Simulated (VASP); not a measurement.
Input of a VASP 6.6.1 run:

INCAR

```
ALGO = Normal
EDIFF = 1E-7
EDIFFG = -0.005
ENCUT = 750
GGA = PE
GGA_COMPAT = F
IBRION = 2
ISIF = 3
ISMEAR = 0
LASPH = T
LCHARG = F
LREAL = F
LWAVE = F
NELM = 120
NELMIN = 4
NSW = 100
PREC = Accurate
SIGMA = 0.02
```

KPOINTS

```
k-points
0
Gamma
  8 8 8
```

File POSCAR:

```
LiBr
1.0
    0.0000000000      2.7506500000      2.7506500000
    2.7506500000      0.0000000000      2.7506500000
    2.7506500000      2.7506500000      0.0000000000
Li Br
1 1
Direct
    0.0000000000      0.0000000000      0.0000000000
    0.5000000000      0.5000000000      0.5000000000
```

Potentials or basis: VASP PAW PBE potentials, release 64 (Li_sv, Br).

The run is started by

```bash
$ cat potpaw_PBE.64/Li_sv/POTCAR potpaw_PBE.64/Br/POTCAR > POTCAR
$ mpirun -np 1 vasp_std > vasp.out
```

Estimate the space group after relaxing (to 0.05 Å).

Fm-3m (No. 225).

What does it give for the band gap on the k mesh?

4.93 eV, direct.

Final structure:
```
Li Br
1.0
     0.00000    2.75213    2.75213
     2.75213    0.00000    2.75213
     2.75213    2.75213    0.00000
Li Br
1 1
Direct
  0.00000 0.00000 0.00000
  0.50000 0.50000 0.50000
```

PBE gaps usually lie below the measured ones, often by a third to a half.
